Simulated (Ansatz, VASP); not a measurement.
**One calculation of Sn, two programs**

The input INCAR:

```
  ALGO = Normal
  EDIFF = 1E-7
  EDIFFG = -0.05
  ENCUT = 500
  GGA = PE
  GGA_COMPAT = F
  IBRION = 2
  ISIF = 3
  ISMEAR = 0
  LASPH = T
  LCHARG = F
  LREAL = F
  LWAVE = F
  NELM = 120
  NELMIN = 4
  NSW = 80
  PREC = Accurate
  SIGMA = 0.1
```

File KPOINTS:

```
k-points
0
Gamma
  8 8 8
```

POSCAR

```
Sn
1.0
    0.0000000000      1.8995741606      1.8995741606
    1.8995741606      0.0000000000      1.8995741606
    1.8995741606      1.8995741606      0.0000000000
Sn
1
Direct
    0.0000000000      0.0000000000      0.0000000000
```

Input for Ansatz:

```yaml
crystal:
  lattice:
    - [0.0, 1.8995741606, 1.8995741606]
    - [1.8995741606, 0.0, 1.8995741606]
    - [1.8995741606, 1.8995741606, 0.0]
  atoms:
    - { symbol: Sn, position: [0.0, 0.0, 0.0] }
basis:
  ecutwfc: 420
kpoints:
  mp_grid: { grid: [8, 8, 8] }
hamiltonian:
  xc: pbe
scf:
  occupations: { method: gaussian, width: 0.1 }
output:
  forces: true
  stress: true
  eigenvalues: true
relax:
  adjacent_minimum: "off"
  f_tol: 0.05
  max_steps: 60
  cell: { stress_tol: 0.5 }
```

Alike in both runs: task relaxation of cell and atoms; functional PBE; k mesh 8 × 8 × 8; occupations gaussian, width 0.1 eV; no spin polarisation.

```csv
,VASP,Ansatz
version,VASP 6.6.1,Ansatz 0.2.0
potentials or method,"VASP PAW PBE potentials, release 64 (Sn_d), cutoff 500 eV","scalar-relativistic, plane waves, PAW"
valence electrons in the cell,14,14
```

Ansatz gave:

- gap on the k mesh at the Fermi level, each at its own relaxed structure (eV): none
- relaxed volume (Å³/atom): 28.01
- relaxed cell length with the largest relative difference (Å): 3.409

Task: What did VASP give for the same quantities?

Result: gap on the k mesh at the Fermi level, each at its own relaxed structure (eV): none; relaxed volume (Å³/atom): 27.86; relaxed cell length with the largest relative difference (Å): 3.403.

A gap of «none» marks a metal or a gap that the smearing closes.

Noted on VASP's run: the volume moved by over 15 % at a fixed basis, so the end points are rough.
